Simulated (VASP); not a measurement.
Input of a VASP 6.6.1 run:

File INCAR:

```
SYSTEM = Zn6S7
PREC = Accurate
ENCUT = 400
EDIFF = 1E-6
ISMEAR = 0
SIGMA = 0.02
LREAL = .FALSE.
LASPH = .TRUE.
NELM = 120
ALGO = Normal
ISIF = 2
LWAVE = .FALSE.
LCHARG = .FALSE.
GGA = PE
NBANDS = 69
GGA_COMPAT = .FALSE.
```

File KPOINTS:

```
Automatic mesh
0
G
  2 2 2
  0 0 0
```

Contents of POSCAR:

```
Zn6S7
1.0
    0.0000000000      0.0000000000      6.3046430652
   -0.0000000001     -6.6581192410      0.0000000000
    5.7661004042      3.3290596205      0.0000000000
Zn S
6 7
Direct
    0.0121477139      0.2980591661      0.3263562665
    0.0121167843      0.6869615169      0.9940971538
    0.0058786833      0.9547744617      0.6569002852
    0.5031758289      0.6707482371      0.6672330918
    0.5073976380      0.9987958386      0.3293445946
    0.4778655935      0.3343159061      1.0026585725
    0.3732763260      0.3344086295      0.3390601729
    0.3754450451      0.6678592947      0.9981926426
    0.3649193105      0.9980367083      0.6576047475
    0.8760153339      0.6080229796      0.6437128631
    0.8807394713      0.9810809413      0.3545090888
    0.8540112334      0.4135704920      1.0738061369
   -0.2271459280      0.0544334726     -0.0440269822
```

Potentials or basis: VASP PAW PBE potentials, release 64 (Zn, S).

Run with:

```console
$ cat potpaw_PBE.64/Zn/POTCAR potpaw_PBE.64/S/POTCAR > POTCAR
$ mpirun -np 1 vasp_std > vasp.out
```

What does it give for the pressure?

6.0 GPa.

Estimate the largest force.

1.476 eV/Å.

Estimate the band gap on the k mesh.

1.13 eV.

Forces on the atoms (eV/Å):
```
Zn   0.119  0.266  0.045
Zn  -0.055 -0.096  0.039
Zn  -0.256  0.340 -0.022
Zn  -0.069  0.011 -0.005
Zn   0.031  0.035  0.033
Zn   0.032 -0.091 -0.290
S   -0.124  0.132  0.026
S   -0.017 -0.224  0.046
S    0.093  0.083 -0.080
S   -0.024  0.433 -0.219
S   -0.048  0.208 -0.158
S    0.704 -0.143 -0.474
S   -0.386 -0.953  1.058
```

Caveat: the k points lie up to 0.54 Å⁻¹ apart.
